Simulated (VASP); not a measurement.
# CaO (Fm-3m) in VASP: further runs

The runs below take CaO through single point, with LDA.

Everything below comes from runs of VASP 6.6.1. Logs are shortened: lines on timing, memory, paths and dates and some standing lists are left out, and cuts for length are marked.

**1. The cell of the first run**

It takes space group Fm-3m (No. 225, cubic). The conventional cell has a = 4.907 Å, b = 4.907 Å, c = 4.907 Å, α = 90.00°, β = 90.00°, γ = 90.00°. Within 3.2 Å of Ca (site symmetry m-3m) lie 6 O at 2.45 Å. Within 3.2 Å of O (site symmetry m-3m) lie 6 Ca at 2.45 Å.

**2. Single point, LDA**

INCAR reads:

```
SYSTEM = CaO
ALGO = Normal
EDIFF = 1E-6
ENCUT = 520
ISIF = 2
ISMEAR = 0
LASPH = .TRUE.
LCHARG = .FALSE.
LREAL = .FALSE.
LWAVE = .FALSE.
NBANDS = 15
NELM = 80
PREC = Accurate
SIGMA = 0.1
```

KPOINTS reads:

```
k-points
0
G
  6 6 6
  0 0 0
```

POSCAR reads:

```
CaO
1.0
    0.0000000000      2.4535000000      2.4535000000
    2.4535000000      0.0000000000      2.4535000000
    2.4535000000      2.4535000000      0.0000000000
Ca O
1 1
Direct
    0.0000000000      0.0000000000      0.0000000000
    0.5000000000      0.5000000000      0.5000000000
```

Potentials or basis: VASP PAW LDA potentials, release 64 (Ca_sv, O).

Run with:

```sh
$ cat potpaw_LDA.64/Ca_sv/POTCAR potpaw_LDA.64/O/POTCAR > POTCAR
$ mpirun -np 1 vasp_std > vasp.out
```

OUTCAR:

```text
SYSTEM = CaO
   EDIFF = 1E-6
   ENCUT = 520
   ISIF = 2
   ISMEAR = 0
   LASPH = .TRUE.
   LREAL = .FALSE.
   NELM = 80
   PREC = Accurate

 ion  position               nearest neighbor table
   1  0.000  0.000  0.000-   2 2.45   2 2.45   2 2.45   2 2.45   2 2.45   2 2.45
   2  0.500  0.500  0.500-   1 2.45   1 2.45   1 2.45   1 2.45   1 2.45   1 2.45

  LATTYP: Found a face centered cubic cell.
 ALAT       =     4.9070000000

  Lattice vectors:

 A1 = (   0.0000000000,   2.4535000000,   2.4535000000)
 A2 = (   2.4535000000,   0.0000000000,   2.4535000000)
 A3 = (   2.4535000000,   2.4535000000,   0.0000000000)

Analysis of symmetry for initial positions (statically):
=====================================================================
 Subroutine PRICEL returns:
 Original cell was already a primitive cell.

 Routine SETGRP: Setting up the symmetry group for a
 face centered cubic supercell.

 Subroutine GETGRP returns: Found 48 space group operations
 (whereof 48 operations were pure point group operations)
 out of a pool of 48 trial point group operations.

The static configuration has the point symmetry O_h .

Analysis of symmetry for dynamics (positions and initial velocities):
=====================================================================
 Subroutine PRICEL returns:
 Original cell was already a primitive cell.

 Routine SETGRP: Setting up the symmetry group for a
 face centered cubic supercell.

 Subroutine GETGRP returns: Found 48 space group operations
 (whereof 48 operations were pure point group operations)
 out of a pool of 48 trial point group operations.

The dynamic configuration has the point symmetry O_h .

 Subroutine INISYM returns: Found 48 space group operations
 (whereof 48 operations are pure point group operations),
 and found     1 'primitive' translations

----------------------------------------------------------------------------------------

                                     Primitive cell

  volume of cell :      29.5385

  direct lattice vectors                    reciprocal lattice vectors
     0.000000000  2.453500000  2.453500000    -0.203790503  0.203790503  0.203790503
     2.453500000  0.000000000  2.453500000     0.203790503 -0.203790503  0.203790503
     2.453500000  2.453500000  0.000000000     0.203790503  0.203790503 -0.203790503

  length of vectors
     3.469772975  3.469772975  3.469772975     0.352975506  0.352975506  0.352975506

  position of ions in fractional coordinates (direct lattice)
     0.000000000  0.000000000  0.000000000
     0.500000000  0.500000000  0.500000000
[... 80 lines left out ...]
   NUPDOWN=      -1.0000    fix difference up-down
   EMIN   =  10.00;   EMAX   =-10.00  energy-range for DOS
   EFERMI =   0.00;   METHOD = LEGACY
   ISMEAR =     0;   SIGMA  =   0.10  broadening in eV -4-tet -1-fermi 0-gaus
   EFERMI_NEDOS =   21; number of points for ismear=-14 and -15
   IALGO  =     38    algorithm
   IMIX   =      4    mixing-type and parameters
     AMIX     =   0.40;   BMIX     =  1.00
     AMIX_MAG =   1.60;   BMIX_MAG =  1.00
  volume/ion in A,a.u.               =      14.77        99.67
  Fermi-wavevector in a.u.,A,eV,Ry     =   1.334501  2.521840 24.230504  1.780892
  Thomas-Fermi vector in A             =   2.463277
   LORBIT       =      0    0 simple, 1 ext, 2 COOP (PROOUT), +10 PAW based schemes
   GGA     = CA    functional components
   LHFCALC =     F    Hartree Fock is set to
   AEXX    =    0.0000 exact exchange contribution
   IVDW    =     0    specifies the selected vdW correction
   LEPSILON=     F    determine dielectric tensor
   LRPA    =     F    only Hartree local field effects (RPA)
 non-spin polarized calculation
 Gauss-broadening in eV      SIGMA  =   0.10
  energy-cutoff  :      520.00
  volume of cell :       29.54
 maximum number of plane-waves:       821
 NGX is ok and might be reduce to    28
   NGX = 13   NGY = 13   NGZ = 13

 number of electron      16.0000005 magnetization

 Free energy of the ion-electron system (eV)
  ---------------------------------------------------
  ext. energy  EPLUGINS =         0.00000000
  ---------------------------------------------------
  free energy    TOTEN  =       -14.09316702 eV

  energy without entropy =      -14.09316702  energy(sigma->0) =      -14.09316702

 E-fermi :   2.1453     XC(G=0): -10.7280

 val. band max:        1.6678122407   @ k =   0.0000   0.0000   0.0000
 cond. band min:       5.1469581982   @ k =   0.5000   0.5000   0.0000
 fundamental gap:      3.4791459575
 Fermi energy:         2.1453056950

 k-point     1 :       0.0000    0.0000    0.0000
  band No.  band energies     occupation
      1     -35.6469      2.00000
      2     -16.7365      2.00000
      3     -16.7365      2.00000
      4     -16.7365      2.00000
      5     -13.4213      2.00000
      6       1.6678      2.00000
      7       1.6678      2.00000
      8       1.6678      2.00000
      9       5.7489      0.00000
     10       7.6258      0.00000
     11       7.6258      0.00000
     12       7.6258      0.00000
     13       9.0767      0.00000
     14       9.0767      0.00000
[... 257 lines left out ...]
      2     -17.1751      2.00000
      3     -17.0410      2.00000
      4     -17.0145      2.00000
      5     -12.9423      2.00000
      6       0.4370      2.00000
      7       0.6401      2.00000
      8       0.8516      2.00000
      9       6.4571      0.00000
     10       8.9557      0.00000
     11       9.5556      0.00000
     12      10.7934      0.00000
     13      10.9225      0.00000
     14      13.8151      0.00000
     15      14.2654      0.00000

------------------------ aborting loop because EDIFF is reached ----------------------------------------

  FORCE on cell =-STRESS in cart. coord.  units (eV):
  Direction    XX          YY          ZZ          XY          YZ          ZX
  --------------------------------------------------------------------------------------
  -------------------------------------------------------------------------------------
  Total       -2.1392268     -2.1392268     -2.1392268     -0.0000000     -0.0000000      0.0000000
  in kB     -116.0323858   -116.0323858   -116.0323858     -0.0000000     -0.0000000      0.0000000
  external PRESSURE =    -116.0323858 kB  Pullay stress =       0.0000000 kB

 VOLUME and BASIS-vectors are now :
 -----------------------------------------------------------------------------
  energy-cutoff  :      520.00
  volume of cell :       29.54
      direct lattice vectors                 reciprocal lattice vectors
     0.000000000  2.453500000  2.453500000    -0.203790503  0.203790503  0.203790503
     2.453500000  0.000000000  2.453500000     0.203790503 -0.203790503  0.203790503
     2.453500000  2.453500000  0.000000000     0.203790503  0.203790503 -0.203790503

 POSITION                                       TOTAL-FORCE (eV/Angst)
 -----------------------------------------------------------------------------------
      0.00000      0.00000      0.00000         0.000000     -0.000000      0.000000
      2.45350      2.45350      2.45350        -0.000000      0.000000     -0.000000
 -----------------------------------------------------------------------------------
    total drift:                                0.000000      0.000000      0.000000

  FREE ENERGIE OF THE ION-ELECTRON SYSTEM (eV)
  ---------------------------------------------------
  free  energy   TOTEN  =       -14.0931670249 eV

  energy  without entropy=      -14.0931670249  energy(sigma->0) =      -14.09316702
```

stdout:

```text
POSCAR found type information on POSCAR CaO
 POSCAR found :  2 types and       2 ions
 scaLAPACK will be used
 LDA part: xc-table for (Slater(with rela. corr.)+CA(PZ))
 , standard interpolation
 POSCAR, INCAR and KPOINTS ok, starting setup
 FFT: planning ... GRIDC
 FFT: planning ... GRID_SOFT
 FFT: planning ... GRID
 WAVECAR not read
 entering main loop
```

It took 4.8 s on 1 thread of AMD EPYC 9R45 (Zen 5), shared host; peak memory 0.11 GiB.

Results:

| Quantity | Value |
| --- | --- |
| Free energy | -14.0932 eV |
| Pressure | -11.6 GPa |
| Band gap on the k mesh | 3.48 eV (least direct gap 3.87 eV) |

Caveat: the cell stands under tension. Expect the measured gap to be larger: semilocal functionals such as LDA lack the derivative discontinuity.

**3. Single point, LDA**

This run uses another cell than the first one, of 13.07 Å³/atom.

INCAR reads:

```
PREC     = Accurate       # precision mode
ENCUT    = 520            # plane-wave cutoff, eV
EDIFF    = 1E-6           # SCF threshold, eV
ISMEAR   = 0              # smearing method
SIGMA    = 0.1            # smearing width, eV
LREAL    = False          # projectors in reciprocal space
LASPH    = True           # aspherical terms in the spheres
NELM     = 80             # most SCF steps
ALGO     = Normal         # electronic algorithm
ISIF     = 2              # what is computed and relaxed
LWAVE    = False          # write WAVECAR
LCHARG   = False          # write CHGCAR
NBANDS   = 15             # bands
```

KPOINTS reads:

```
regular mesh
0
Gamma
  8 8 8
```

POSCAR reads:

```
CaO
1.0
    0.0000000000      2.3557358099      2.3557358099
    2.3557358099      0.0000000000      2.3557358099
    2.3557358099      2.3557358099      0.0000000000
Ca O
1 1
Direct
    0.0000000000      0.0000000000      0.0000000000
    0.5000000000      0.5000000000      0.5000000000
```

Potentials or basis: VASP PAW LDA potentials, release 64 (Ca_sv, O).

Run with:

```sh
$ cat potpaw_LDA.64/Ca_sv/POTCAR potpaw_LDA.64/O/POTCAR > POTCAR
$ mpirun -np 1 vasp_std > vasp.out
```

OUTCAR:

```text
PREC = Accurate
   ENCUT = 520
   EDIFF = 1E-6
   ISMEAR = 0
   LREAL = False
   LASPH = True
   NELM = 80
   ISIF = 2

 ion  position               nearest neighbor table
   1  0.000  0.000  0.000-   2 2.36   2 2.36   2 2.36   2 2.36   2 2.36   2 2.36
   2  0.500  0.500  0.500-   1 2.36   1 2.36   1 2.36   1 2.36   1 2.36   1 2.36

  LATTYP: Found a face centered cubic cell.
 ALAT       =     4.7114716198

  Lattice vectors:

 A1 = (   0.0000000000,   2.3557358099,   2.3557358099)
 A2 = (   2.3557358099,   0.0000000000,   2.3557358099)
 A3 = (   2.3557358099,   2.3557358099,   0.0000000000)

Analysis of symmetry for initial positions (statically):
=====================================================================
 Subroutine PRICEL returns:
 Original cell was already a primitive cell.

 Routine SETGRP: Setting up the symmetry group for a
 face centered cubic supercell.

 Subroutine GETGRP returns: Found 48 space group operations
 (whereof 48 operations were pure point group operations)
 out of a pool of 48 trial point group operations.

The static configuration has the point symmetry O_h .

Analysis of symmetry for dynamics (positions and initial velocities):
=====================================================================
 Subroutine PRICEL returns:
 Original cell was already a primitive cell.

 Routine SETGRP: Setting up the symmetry group for a
 face centered cubic supercell.

 Subroutine GETGRP returns: Found 48 space group operations
 (whereof 48 operations were pure point group operations)
 out of a pool of 48 trial point group operations.

The dynamic configuration has the point symmetry O_h .

 Subroutine INISYM returns: Found 48 space group operations
 (whereof 48 operations are pure point group operations),
 and found     1 'primitive' translations

----------------------------------------------------------------------------------------

                                     Primitive cell

  volume of cell :      26.1463

  direct lattice vectors                    reciprocal lattice vectors
     0.000000000  2.355735810  2.355735810    -0.212247909  0.212247909  0.212247909
     2.355735810  0.000000000  2.355735810     0.212247909 -0.212247909  0.212247909
     2.355735810  2.355735810  0.000000000     0.212247909  0.212247909 -0.212247909

  length of vectors
     3.331513532  3.331513532  3.331513532     0.367624162  0.367624162  0.367624162

  position of ions in fractional coordinates (direct lattice)
     0.000000000  0.000000000  0.000000000
     0.500000000  0.500000000  0.500000000

  ion indices of the primitive-cell ions
   primitive index   ion index
                 1           1
                 2           2

----------------------------------------------------------------------------------------

 KPOINTS: regular mesh

Automatic generation of k-mesh.
 Grid dimensions read from file:
 generate k-points for:    8    8    8

 Generating k-lattice:

  Cartesian coordinates                     Fractional coordinates (reciprocal lattice)
    -0.026530989  0.026530989  0.026530989     0.125000000  0.000000000  0.000000000
     0.026530989 -0.026530989  0.026530989     0.000000000  0.125000000  0.000000000
     0.026530989  0.026530989 -0.026530989     0.000000000  0.000000000  0.125000000

  Length of vectors
     0.045953020  0.045953020  0.045953020

  Shift w.r.t. Gamma in fractional coordinates (k-lattice)
[... 38 lines left out ...]
   dimension x,y,z NGXF=    56 NGYF=   56 NGZF=   56
   ions per type =               1   1
   NGX,Y,Z   is equivalent  to a cutoff of  13.97, 13.97, 13.97 a.u.
   NGXF,Y,Z  is equivalent  to a cutoff of  27.94, 27.94, 27.94 a.u.
 SYSTEM =  unknown system
   PREC   = accura    normal or accurate (medium, high low for compatibility)
   ISTART =      0    job   : 0-new  1-cont  2-samecut
   ICHARG =      2    charge: 1-file 2-atom 10-const
   ISPIN  =      1    spin polarized calculation?
   LNONCOLLINEAR =      F non collinear calculations
   LSORBIT =      F    spin-orbit coupling
   LASPH  =      T    aspherical Exc in radial PAW
   ENCUT  =  520.0 eV  38.22 Ry    6.18 a.u.   6.19  6.19  6.19*2*pi/ulx,y,z
   NELM   =     80;   NELMIN=  2; NELMDL= -5     # of ELM steps
   EDIFF  = 0.1E-05   stopping-criterion for ELM
   LREAL  =      F    real-space projection
   EDIFFG = 0.1E-04   stopping-criterion for IOM
   NSW    =      0    number of steps for IOM
   IBRION =     -1    ionic relax: 0-MD 1-quasi-New 2-CG
   NFREE  =      0    steps in history (QN), initial steepest desc. (CG)
   ISIF   =      2    stress and relaxation
   ISYM   =      2    0-nonsym 1-usesym 2-fastsym
   POTIM  = 0.5000    time-step for ionic-motion
   TEBEG  =    0.0;   TEEND  =   0.0 temperature during run
   PSTRESS=    0.0 pullay stress
   NELECT =      16.0000    total number of electrons
   NUPDOWN=      -1.0000    fix difference up-down
   EMIN   =  10.00;   EMAX   =-10.00  energy-range for DOS
   EFERMI =   0.00;   METHOD = LEGACY
   ISMEAR =     0;   SIGMA  =   0.10  broadening in eV -4-tet -1-fermi 0-gaus
   EFERMI_NEDOS =   21; number of points for ismear=-14 and -15
   IALGO  =     38    algorithm
   IMIX   =      4    mixing-type and parameters
     AMIX     =   0.40;   BMIX     =  1.00
     AMIX_MAG =   1.60;   BMIX_MAG =  1.00
  volume/ion in A,a.u.               =      13.07        88.22
  Fermi-wavevector in a.u.,A,eV,Ry     =   1.389883  2.626498 26.283391  1.931775
  Thomas-Fermi vector in A             =   2.513871
   LORBIT       =      0    0 simple, 1 ext, 2 COOP (PROOUT), +10 PAW based schemes
   GGA     = CA    functional components
   LHFCALC =     F    Hartree Fock is set to
   AEXX    =    0.0000 exact exchange contribution
   IVDW    =     0    specifies the selected vdW correction
   LEPSILON=     F    determine dielectric tensor
   LRPA    =     F    only Hartree local field effects (RPA)
 non-spin polarized calculation
 Gauss-broadening in eV      SIGMA  =   0.10
  energy-cutoff  :      520.00
  volume of cell :       26.15
 maximum number of plane-waves:       725
 NGX is ok and might be reduce to    28
   NGX = 13   NGY = 13   NGZ = 13

 number of electron      15.9999999 magnetization

 Free energy of the ion-electron system (eV)
  ---------------------------------------------------
  ext. energy  EPLUGINS =         0.00000000
  ---------------------------------------------------
  free energy    TOTEN  =       -14.22072223 eV

  energy without entropy =      -14.22072223  energy(sigma->0) =      -14.22072223

 E-fermi :   2.7724     XC(G=0): -11.3264

 val. band max:        2.3720260352   @ k =   0.0000   0.0000   0.0000
 cond. band min:       5.7929667209   @ k =   0.5000   0.5000   0.0000
 fundamental gap:      3.4209406856
 Fermi energy:         2.7724115852

 k-point     1 :       0.0000    0.0000    0.0000
  band No.  band energies     occupation
      1     -34.4597      2.00000
      2     -15.4545      2.00000
      3     -15.4545      2.00000
      4     -15.4545      2.00000
      5     -12.9543      2.00000
      6       2.3720      2.00000
      7       2.3720      2.00000
      8       2.3720      2.00000
      9       7.4349      0.00000
     10       8.6153      0.00000
     11       8.6153      0.00000
     12       8.6153      0.00000
     13      10.2868      0.00000
     14      10.2868      0.00000
[... 401 lines left out ...]
      2     -16.6307      2.00000
      3     -15.7651      2.00000
      4     -15.6161      2.00000
      5     -11.7921      2.00000
      6       0.1735      2.00000
      7       1.1638      2.00000
      8       1.2061      2.00000
      9       9.2435      0.00000
     10       9.3134      0.00000
     11      11.4420      0.00000
     12      11.7445      0.00000
     13      13.0690      0.00000
     14      14.7809      0.00000
     15      16.8271      0.00000

 [... further k-points ...]

------------------------ aborting loop because EDIFF is reached ----------------------------------------

  FORCE on cell =-STRESS in cart. coord.  units (eV):
  Direction    XX          YY          ZZ          XY          YZ          ZX
  --------------------------------------------------------------------------------------
  -------------------------------------------------------------------------------------
  Total        0.1140869      0.1140869      0.1140869     -0.0000000      0.0000000      0.0000000
  in kB        6.9909577      6.9909577      6.9909577     -0.0000000      0.0000000      0.0000000
  external PRESSURE =       6.9909577 kB  Pullay stress =       0.0000000 kB

 VOLUME and BASIS-vectors are now :
 -----------------------------------------------------------------------------
  energy-cutoff  :      520.00
  volume of cell :       26.15
      direct lattice vectors                 reciprocal lattice vectors
     0.000000000  2.355735810  2.355735810    -0.212247909  0.212247909  0.212247909
     2.355735810  0.000000000  2.355735810     0.212247909 -0.212247909  0.212247909
     2.355735810  2.355735810  0.000000000     0.212247909  0.212247909 -0.212247909

 POSITION                                       TOTAL-FORCE (eV/Angst)
 -----------------------------------------------------------------------------------
      0.00000      0.00000      0.00000        -0.000000      0.000000     -0.000000
      2.35574      2.35574      2.35574         0.000000     -0.000000      0.000000
 -----------------------------------------------------------------------------------
    total drift:                                0.000000      0.000000      0.000000

  FREE ENERGIE OF THE ION-ELECTRON SYSTEM (eV)
  ---------------------------------------------------
  free  energy   TOTEN  =       -14.2207222269 eV

  energy  without entropy=      -14.2207222269  energy(sigma->0) =      -14.22072223
```

Wall time 7.9 s (1 thread of AMD EPYC 9R45 (Zen 5), shared host); peak memory 0.11 GiB.

What came out:

| Item | Value |
| --- | --- |
| Free energy | -14.2207 eV |
| Pressure | 0.7 GPa |
| Band gap on the k mesh | 3.42 eV (least direct gap 3.78 eV) |
